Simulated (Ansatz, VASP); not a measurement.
**SiC in VASP and in Ansatz**

The input INCAR:

```
SYSTEM = SiC
PREC = Accurate
ENCUT = 520
EDIFF = 1E-6
ISMEAR = 0
SIGMA = 0.05
LREAL = .False.
LASPH = .True.
NELM = 80
ALGO = Normal
ISIF = 2
LWAVE = .False.
LCHARG = .False.
NBANDS = 16
```

Contents of KPOINTS:

```
regular mesh
0
Gamma
  12 12 6
  0 0 0
```

Contents of POSCAR:

```
SiC
1.0
    3.0759982064      0.0000000000      0.0000000000
   -1.5379991032      2.6638925888      0.0000000000
    0.0000000000      0.0000000000      5.0480000000
Si C
2 2
Direct
    0.3333333333      0.6666666667      0.0089144216
    0.6666666667      0.3333333333      0.4910855784
    0.3333333333      0.6666666667      0.3829661069
    0.6666666667      0.3333333333      0.8870338931
```

Input for Ansatz:

```yaml
crystal:
  lattice:
    - [3.0759982064, 0.0, 0.0]
    - [-1.5379991032, 2.6638925888, 0.0]
    - [0.0, 0.0, 5.048]
  atoms:
    - { symbol: Si, position: [0.3333333333, 0.6666666667, 0.0089144216] }
    - { symbol: Si, position: [0.6666666667, 0.3333333333, 0.4910855784] }
    - { symbol: C, position: [0.3333333333, 0.6666666667, 0.3829661069] }
    - { symbol: C, position: [0.6666666667, 0.3333333333, 0.8870338931] }
basis:
  ecutwfc: 420
kpoints:
  mp_grid: { grid: [12, 12, 6] }
hamiltonian:
  xc: lda
scf:
  occupations: { method: gaussian, width: 0.05 }
output:
  forces: true
  stress: true
  eigenvalues: true
```

Change from the starting cell: mode 6 (550.6 1/cm) frozen in, largest displacement +0.045 Å.

Alike in both runs: task single point; functional LDA; k mesh 12 × 12 × 6; occupations gaussian, width 0.05 eV; no spin polarisation.

```csv
,VASP,Ansatz
version,VASP 6.6.1,Ansatz 0.2.0
potentials or method,"VASP PAW LDA potentials, release 64 (Si, C), cutoff 520 eV","scalar-relativistic, plane waves, PAW"
valence electrons in the cell,16,16
```

```tsv
	VASP	Ansatz	Ansatz less VASP
gap on the k mesh at the Fermi level (eV)	2.20	2.22	+0.013
least direct gap on the mesh (eV)	3.89	3.90	+0.009
pressure (GPa)	-3.2	-3.6	-0.39
traceless stress, the component that is largest in VASP (GPa)	-2.36	-2.34	+0.019
rms of the force components (eV/Å)	0.685	0.685	-0.0003
```

LDA's correlation is that of Perdew and Zunger in VASP and of Perdew and Wang (1992) in Ansatz. Atom by atom the forces differ by 0.002 eV/Å (rms over components).
